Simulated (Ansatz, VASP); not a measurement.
**Two plane-wave programs on ScAlN2**

```
Sc Al N
1.0
     3.87304    0.00000    0.00000
    -1.93652    3.35415    0.00000
     0.00000    0.00000    4.35444
Sc Al N
1 1 2
Direct
  0.00000 0.00000 0.50000
  0.00000 0.00000 0.00000
  0.33333 0.66667 0.50000
  0.66667 0.33333 0.50000
```

Alike in both runs: task single point; functional PBE; k mesh 6 × 6 × 4; occupations gaussian, width 0.1 eV; no spin polarisation.

|  | VASP | Ansatz |
| --- | --- | --- |
| version | VASP 6.6.1 | Ansatz 0.2.0 |
| potentials or method | VASP PAW PBE potentials, release 64 (Sc_sv, Al, N), cutoff 520 eV | scalar-relativistic, plane waves, PAW |
| valence electrons in the cell | 24 | 24 |

VASP gave:

* gap on the k mesh at the Fermi level (eV): none
* pressure (GPa): 19.6
* traceless stress, the component that is largest in VASP (GPa): 49.91

**Question.** Estimate Ansatz's values.

**Answer.** gap on the k mesh at the Fermi level (eV): none; pressure (GPa): 19.3; traceless stress, the component that is largest in VASP (GPa): 50.26.

A gap of «none» marks a metal or a gap that the smearing closes.

The k mesh is coarse, so the values compare programs but aren't converged.
